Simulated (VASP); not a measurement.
Wanted: the native input for a VASP 6.6.1 run.

```
Task                   : relaxation of cell and atoms
Functional             : PBEsol
Potentials or basis    : VASP PAW PBE potentials, release 64 (Na_pv, F)
Cutoff                 : 600 eV
k mesh                 : 8 × 8 × 6
Occupations            : fermi-dirac, width 0.03 eV
Spin                   : no spin polarisation
Dipole correction      : no
Further INCAR settings : ALGO = Normal; EDIFF = 1e-07; IBRION = 2; EDIFFG = -0.01; NSW = 100; ISIF = 3
```

The structure of NaF lies in POSCAR:

```
NaF
1.0
    1.5577441900     -4.4572991900      0.0000000000
    1.5577441900      4.4572991900      0.0000000000
    0.0000000000      0.0000000000      3.4405709800
Na F
2 2
Direct
    0.3868549800      0.6131450200      0.7500000000
    0.6131450200      0.3868549800      0.2500000000
    0.8565043900      0.1434956100      0.2500000000
    0.1434956100      0.8565043900      0.7500000000
```

These files were run (other wordings do the same):

INCAR

```
PREC = Accurate ; ENCUT = 600
EDIFF = 1E-7 ; ISMEAR = -1
SIGMA = 0.03 ; LREAL = False
LASPH = True ; NELM = 100
ALGO = Normal ; ISIF = 3
LWAVE = False ; LCHARG = False
GGA = PS ; IBRION = 2
NSW = 100 ; EDIFFG = -0.01
```

KPOINTS

```
Automatic mesh
0
Gamma
  8 8 6
```

Potentials or basis: VASP PAW PBE potentials, release 64 (Na_pv, F).

Command:

```sh
$ cat potpaw_PBE.64/Na_pv/POTCAR potpaw_PBE.64/F/POTCAR > POTCAR
$ mpirun -np 1 vasp_std > vasp.out
```

Results of the run:

- Relaxed volume: 12.61 Å³/atom
- Relaxed cell: a = 5.133 Å, b = 5.133 Å, c = 3.357 Å, α = 90.00°, β = 90.00°, γ = 145.22°
- Space group after relaxing (to 0.05 Å): Cmcm (No. 63)
- Energy gained by relaxing: 73.0 meV/atom
- Ionic steps: 17
- Pressure after relaxing: 0.0 GPa
- Largest force after relaxing: 0.009 eV/Å
- Band gap on the k mesh: 5.72 eV, indirect (least direct gap 5.73 eV)

Caveat: the PAW data sets were made with another functional, which shifts forces and pressure a little.

It took 9.7 min on 1 thread of AMD EPYC 9R45 96-Core Processor (Zen 5) (shared host), peak memory 0.22 GiB.
